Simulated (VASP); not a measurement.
Write the native input for VASP 6.6.1 that does the following.

| Quantity | Value |
| --- | --- |
| Task | single point |
| Functional | PBE |
| Potentials or basis | VASP PAW PBE potentials, release 64 (In_d, Sn_d, Te) |
| Cutoff | 520 eV |
| k mesh | 4 × 4 × 4 |
| Occupations | gaussian, width 0.1 eV |
| Spin | no spin polarisation |
| Dipole correction | no |
| Further INCAR settings | ALGO = Fast; EDIFF = 1e-07; NBANDS = 34 |

The structure of In2SnTe2 lies in POSCAR:

```
In2SnTe2
1.0
    5.0385080500      0.0000000000      0.0000000000
    0.0000000000      5.0385080500      0.0000000000
    0.0000000000      0.0000000000      6.9745387000
In Sn Te
2 1 2
Direct
    0.0000000000      0.0000000000      0.6924546000
    0.0000000000      0.0000000000      0.3075454000
    0.5000000000      0.5000000000      0.5000000000
    0.0000000000      0.0000000000      0.0000000000
    0.5000000000      0.5000000000      0.0000000000
```

The cell was built from a structure type or drawn by symmetry, and may not be a known phase.

The input as run:

INCAR

```
SYSTEM = In2SnTe2
PREC     = Accurate       ! precision mode
ENCUT    = 520            ! plane-wave cutoff, eV
EDIFF    = 1E-7           ! SCF threshold, eV
ISMEAR   = 0              ! smearing method
SIGMA    = 0.1            ! smearing width, eV
LREAL    = .FALSE.        ! projectors in reciprocal space
LASPH    = .TRUE.         ! aspherical terms in the spheres
NELM     = 60             ! most SCF steps
ALGO     = Fast           ! electronic algorithm
ISIF     = 2              ! what is computed and relaxed
LWAVE    = .FALSE.        ! write WAVECAR
LCHARG   = .FALSE.        ! write CHGCAR
GGA      = PE             ! functional
NBANDS   = 34             ! bands
```

KPOINTS

```
Automatic mesh
0
G
  4 4 4
  0 0 0
```

Potentials or basis: VASP PAW PBE potentials, release 64 (In_d, Sn_d, Te).

Launch:

```bash
$ cat potpaw_PBE.64/In_d/POTCAR potpaw_PBE.64/Sn_d/POTCAR potpaw_PBE.64/Te/POTCAR > POTCAR
$ mpirun -np 1 vasp_std > vasp.out
```

It gave:

```
Pressure               : 14.5 GPa
Largest force          : 12.550 eV/Å
Band gap on the k mesh : zero (bands 26 and 27 overlap by 1.51 eV)
```

Caveat: the cell stands under pressure; spin-orbit coupling is left out, which moves the levels of the heavy elements; forces of over 1 eV/Å act on the atoms, so gaps and moduli don't describe the material at rest.

Wall time 2.5 min on 1 thread of AMD EPYC 9R14 (Zen 4), with other jobs on the host, peak memory 0.31 GiB.
